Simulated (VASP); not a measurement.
# CdO (Fm-3m) in VASP: relaxation of cell and atoms with HSE06

Aim: the relaxation of cell and atoms of CdO with HSE06.

All numbers are computed with VASP 6.6.1; they aren't measurements. Logs are shortened: lines on timing, memory, paths and dates and some standing lists are left out, and cuts for length are marked.

**1. The cell of the first run**

Symmetry: Fm-3m, No. 225, cubic system. Conventional cell: a = 4.706 Å, b = 4.706 Å, c = 4.706 Å, α = 90.00°, β = 90.00°, γ = 90.00°. Within 3.1 Å of Cd (site symmetry m-3m) lie 6 O at 2.35 Å. O (site symmetry m-3m) has 6 Cd at 2.35 Å within 3.1 Å.

**2. Relaxation of cell and atoms, HSE06**

POSCAR reads:

```
CdO
1.0
    0.0000000000      2.3530040254      2.3530040254
    2.3530040254      0.0000000000      2.3530040254
    2.3530040254      2.3530040254      0.0000000000
Cd O
1 1
Direct
    0.0000000000      0.0000000000      0.0000000000
    0.5000000000      0.5000000000      0.5000000000
```

INCAR.step1 reads:

```
SYSTEM = CdO
ALGO = Normal
EDIFF = 1E-5
EDIFFG = -0.005
ENCUT = 600
GGA = PE
GGA_COMPAT = .FALSE.
IBRION = 2
ISIF = 3
ISMEAR = -1
LASPH = .TRUE.
LCHARG = .FALSE.
LREAL = .FALSE.
LWAVE = .TRUE.
NBANDS = 16
NELM = 120
NELMIN = 4
NSW = 100
PREC = Accurate
SIGMA = 0.02
```

INCAR.step2 reads:

```
SYSTEM = CdO
ALGO = Normal
EDIFF = 1E-7
EDIFFG = -0.005
ENCUT = 600
GGA = PE
GGA_COMPAT = .FALSE.
HFSCREEN = 0.2079
IBRION = 2
ISIF = 3
ISMEAR = -1
ISTART = 1
LASPH = .TRUE.
LCHARG = .FALSE.
LHFCALC = .TRUE.
LREAL = .FALSE.
LWAVE = .FALSE.
NELM = 120
NELMIN = 4
NSW = 80
PREC = Accurate
PRECFOCK = Normal
SIGMA = 0.02
```

KPOINTS reads:

```
k-points
0
G
  6 6 6
  0 0 0
```

Potentials or basis: VASP PAW PBE potentials, release 64 (Cd, O).

Launch:

```console
$ cat potpaw_PBE.64/Cd/POTCAR potpaw_PBE.64/O/POTCAR > POTCAR
$ cp INCAR.step1 INCAR
$ mpirun -np 1 vasp_std > vasp.out
$ cp INCAR.step2 INCAR
$ mpirun -np 1 vasp_std > vasp.out
```

OUTCAR:

```text
SYSTEM = CdO
   EDIFF = 1E-7
   EDIFFG = -0.005
   ENCUT = 600
   GGA = PE
   HFSCREEN = 0.2079
   IBRION = 2
   ISIF = 3
   ISMEAR = -1
   ISTART = 1
   LASPH = .TRUE.
   LHFCALC = .TRUE.
   LREAL = .FALSE.
   NELM = 120
   NELMIN = 4
   NSW = 80
   PREC = Accurate
   PRECFOCK = Normal

 ion  position               nearest neighbor table
   1  0.000  0.000  0.000-   2 2.35   2 2.35   2 2.35   2 2.35   2 2.35   2 2.35
   2  0.500  0.500  0.500-   1 2.35   1 2.35   1 2.35   1 2.35   1 2.35   1 2.35

  LATTYP: Found a face centered cubic cell.
 ALAT       =     4.7060080508

  Lattice vectors:

 A1 = (   0.0000000000,   2.3530040254,   2.3530040254)
 A2 = (   2.3530040254,   0.0000000000,   2.3530040254)
 A3 = (   2.3530040254,   2.3530040254,   0.0000000000)

Analysis of symmetry for initial positions (statically):
=====================================================================
 Subroutine PRICEL returns:
 Original cell was already a primitive cell.

 Routine SETGRP: Setting up the symmetry group for a
 face centered cubic supercell.

 Subroutine GETGRP returns: Found 48 space group operations
 (whereof 48 operations were pure point group operations)
 out of a pool of 48 trial point group operations.

The static configuration has the point symmetry O_h .

Analysis of symmetry for dynamics (positions and initial velocities):
=====================================================================
 Subroutine PRICEL returns:
 Original cell was already a primitive cell.

 Routine SETGRP: Setting up the symmetry group for a
 face centered cubic supercell.

 Subroutine GETGRP returns: Found 48 space group operations
 (whereof 48 operations were pure point group operations)
 out of a pool of 48 trial point group operations.

The dynamic configuration has the point symmetry O_h .

 Subroutine INISYM returns: Found 48 space group operations
 (whereof 48 operations are pure point group operations),
 and found     1 'primitive' translations

----------------------------------------------------------------------------------------

                                     Primitive cell

  volume of cell :      26.0554

  direct lattice vectors                    reciprocal lattice vectors
     0.000000000  2.353004025  2.353004025    -0.212494324  0.212494324  0.212494324
     2.353004025  0.000000000  2.353004025     0.212494324 -0.212494324  0.212494324
     2.353004025  2.353004025  0.000000000     0.212494324  0.212494324 -0.212494324

  length of vectors
     3.327650205  3.327650205  3.327650205     0.368050966  0.368050966  0.368050966

  position of ions in fractional coordinates (direct lattice)
     0.000000000  0.000000000  0.000000000
     0.500000000  0.500000000  0.500000000

  ion indices of the primitive-cell ions
   primitive index   ion index
                 1           1
                 2           2

----------------------------------------------------------------------------------------

 KPOINTS: k-points

Automatic generation of k-mesh.
 Grid dimensions read from file:
 generate k-points for:    6    6    6

 Generating k-lattice:

  Cartesian coordinates                     Fractional coordinates (reciprocal lattice)
    -0.035415721  0.035415721  0.035415721     0.166666667  0.000000000  0.000000000
     0.035415721 -0.035415721  0.035415721     0.000000000  0.166666667  0.000000000
     0.035415721  0.035415721 -0.035415721     0.000000000  0.000000000  0.166666667

  Length of vectors
     0.061341828  0.061341828  0.061341828

  Shift w.r.t. Gamma in fractional coordinates (k-lattice)
     0.000000000  0.000000000  0.000000000

 Subroutine IBZKPT returns following result:
 ===========================================

 Found     16 irreducible k-points:

 Following reciprocal coordinates:
            Coordinates               Weight
  0.000000  0.000000  0.000000      1.000000
  0.166667  0.000000  0.000000      8.000000
  0.333333  0.000000  0.000000      8.000000
  0.500000  0.000000  0.000000      4.000000
  0.166667  0.166667  0.000000      6.000000
  0.333333  0.166667  0.000000     24.000000
[... 8 lines left out ...]
 -0.333333  0.333333  0.166667     24.000000
 -0.333333  0.500000  0.166667     12.000000
   k-points           NKPTS =     16   k-points in BZ     NKDIM =    216   number of bands    NBANDS=     13
   number of dos      NEDOS =    301   number of ions     NIONS =      2
   total plane-waves  NPLWV =  21952
   dimension x,y,z NGX =    28 NGY =   28 NGZ =   28
   dimension x,y,z NGXF=    56 NGYF=   56 NGZF=   56
   ions per type =               1   1
   NGX,Y,Z   is equivalent  to a cutoff of  13.99, 13.99, 13.99 a.u.
   NGXF,Y,Z  is equivalent  to a cutoff of  27.98, 27.98, 27.98 a.u.
 SYSTEM =  CdO
   PREC   = accura    normal or accurate (medium, high low for compatibility)
   ISTART =      1    job   : 0-new  1-cont  2-samecut
   ICHARG =      0    charge: 1-file 2-atom 10-const
   ISPIN  =      1    spin polarized calculation?
   LNONCOLLINEAR =      F non collinear calculations
   LSORBIT =      F    spin-orbit coupling
   LASPH  =      T    aspherical Exc in radial PAW
   ENCUT  =  600.0 eV  44.10 Ry    6.64 a.u.   6.65  6.65  6.65*2*pi/ulx,y,z
   NELM   =    120;   NELMIN=  4; NELMDL=  0     # of ELM steps
   EDIFF  = 0.1E-06   stopping-criterion for ELM
   LREAL  =      F    real-space projection
   EDIFFG = -.5E-02   stopping-criterion for IOM
   NSW    =     80    number of steps for IOM
   IBRION =      2    ionic relax: 0-MD 1-quasi-New 2-CG
   NFREE  =      1    steps in history (QN), initial steepest desc. (CG)
   ISIF   =      3    stress and relaxation
   ISYM   =      3    0-nonsym 1-usesym 2-fastsym
   POTIM  = 0.5000    time-step for ionic-motion
   TEBEG  =    0.0;   TEEND  =   0.0 temperature during run
   PSTRESS=    0.0 pullay stress
   NELECT =      18.0000    total number of electrons
   NUPDOWN=      -1.0000    fix difference up-down
   EMIN   =  10.00;   EMAX   =-10.00  energy-range for DOS
   EFERMI =   0.00;   METHOD = LEGACY
   ISMEAR =    -1;   SIGMA  =   0.02  broadening in eV -4-tet -1-fermi 0-gaus
   EFERMI_NEDOS =   21; number of points for ismear=-14 and -15
   IALGO  =     38    algorithm
   IMIX   =      1    mixing-type and parameters
     AMIX     =   0.40;   BMIX     =  1.00
     AMIX_MAG =   1.60;   BMIX_MAG =  1.00
  volume/ion in A,a.u.               =      13.03        87.92
  Fermi-wavevector in a.u.,A,eV,Ry     =   1.447215  2.734839 28.496460  2.094431
  Thomas-Fermi vector in A             =   2.565195
   LORBIT       =      0    0 simple, 1 ext, 2 COOP (PROOUT), +10 PAW based schemes
   GGA     = PE    functional components
   LHFCALC =     T    Hartree Fock is set to
   PRECFOCK=normal    Normal, Fast or Accurate (Low or Medium for compatibility)
   ENCUT4O =  -1.0   cutoff for four orbital integrals eV
   NKREDX  =     1    reduce k-point grid by
   NKREDY  =     1    reduce k-point grid by
   NKREDZ  =     1    reduce k-point grid by
   AEXX    =    0.2500 exact exchange contribution
   HFSCREEN=    0.2079 screening length (either q_TF or 0.3 A-1)
   HFSCREENC=   0.2079 screening length for correlation (either q_TF or 0.3 A-1)
   ENCUTFOCK=  -1.0 apply spherical cutoff to Coloumb kernel
   IVDW    =     0    specifies the selected vdW correction
   LEPSILON=     F    determine dielectric tensor
   LRPA    =     F    only Hartree local field effects (RPA)
 conjugate gradient relaxation of ions
 non-spin polarized calculation
  energy-cutoff  :      600.00
  volume of cell :       26.06
 maximum number of plane-waves:       893
 NGX is ok and might be reduce to    28
  NGX = 20; NGY = 20; NGZ = 20

--------------------------------------- Ionic step        1  -------------------------------------------

 number of electron      18.0000002 magnetization

 Free energy of the ion-electron system (eV)
  ---------------------------------------------------
  ext. energy  EPLUGINS =         0.00000000
  ---------------------------------------------------
  free energy    TOTEN  =        -9.99882514 eV

  energy without entropy =       -9.99882514  energy(sigma->0) =       -9.99882514

------------------------ aborting loop because EDIFF is reached ----------------------------------------

  FORCE on cell =-STRESS in cart. coord.  units (eV):
  Direction    XX          YY          ZZ          XY          YZ          ZX
  --------------------------------------------------------------------------------------
  -------------------------------------------------------------------------------------
  Total        0.2117797      0.2117797      0.2117797     -0.0000000     -0.0000000     -0.0000000
  in kB       13.0225786     13.0225786     13.0225786     -0.0000000     -0.0000000     -0.0000000
  external PRESSURE =      13.0225786 kB  Pullay stress =       0.0000000 kB
[... 57 lines left out ...]
  energy  without entropy=       -9.9992867364  energy(sigma->0) =       -9.99928674

--------------------------------------- Ionic step        3  -------------------------------------------

 number of electron      18.0000000 magnetization

 Free energy of the ion-electron system (eV)
  ---------------------------------------------------
  ext. energy  EPLUGINS =         0.00000000
  ---------------------------------------------------
  free energy    TOTEN  =        -9.99977669 eV

  energy without entropy =       -9.99977669  energy(sigma->0) =       -9.99977669

 E-fermi :   1.3430     XC(G=0):  -9.4980

 val. band max:        0.8823023433   @ k =   0.5000   0.0000   0.0000
 cond. band min:       1.7312604041   @ k =   0.0000   0.0000   0.0000
 fundamental gap:      0.8489580608
 Fermi energy:         1.3430227691

 k-point     1 :       0.0000    0.0000    0.0000
  band No.  band energies     occupation
      1     -17.9759      2.00000
      2      -6.6077      2.00000
      3      -6.6077      2.00000
      4      -6.6077      2.00000
      5      -6.3576      2.00000
      6      -6.3576      2.00000
      7      -0.4161      2.00000
      8      -0.4161      2.00000
      9      -0.4161      2.00000
     10       1.7313      0.00000
     11      17.4151      0.00000
     12      19.5525      0.00000
     13      19.5525      0.00000
[... 267 lines left out ...]
  FREE ENERGIE OF THE ION-ELECTRON SYSTEM (eV)
  ---------------------------------------------------
  free  energy   TOTEN  =        -9.9997766863 eV

  energy  without entropy=       -9.9997766862  energy(sigma->0) =       -9.99977669

 reached required accuracy - stopping structural energy minimisation
```

Run time: 60 min. Hardware: 1 thread of Intel Xeon Platinum 8488C (Sapphire Rapids), shared host; peak memory 0.27 GiB.

Results:

- Free energy: -9.9998 eV
- Relaxed volume: 13.14 Å³/atom
- Relaxed cell: a = 3.338 Å, b = 3.338 Å, c = 3.338 Å, α = 60.00°, β = 60.00°, γ = 60.00°
- Space group after relaxing (to 0.1 Å): Fm-3m (No. 225)
- Energy gained by relaxing: 0.5 meV/atom
- Ionic steps: 3
- Pressure after relaxing: 0.0 GPa
- Band gap on the k mesh: 0.85 eV (least direct gap 2.15 eV)

Step by step:
| step | energy change (eV) | largest force (eV/Å) | pressure (GPa) | volume (Å³) |
| --- | --- | --- | --- | --- |
| 1 | 0.0000 | 0.0000 | 1.30 | 26.06 |
| 2 | -0.0005 | 0.0000 | -0.92 | 26.46 |
| 3 | -0.0010 | 0.0000 | -0.01 | 26.29 |

Final structure:
```cif
data_structure
_symmetry_space_group_name_H-M 'P 1'
_symmetry_Int_Tables_number 1
_cell_length_a 3.3376
_cell_length_b 3.3376
_cell_length_c 3.3376
_cell_angle_alpha 60.000
_cell_angle_beta 60.000
_cell_angle_gamma 60.000
_cell_volume 26.29
loop_
_atom_site_label
_atom_site_type_symbol
_atom_site_fract_x
_atom_site_fract_y
_atom_site_fract_z
_atom_site_occupancy
Cd1 Cd 0.00000 0.00000 0.00000 1
O1 O 0.50000 0.50000 0.50000 1
```

Caveat: the PAW data sets were made with another functional, which shifts forces and pressure a little.
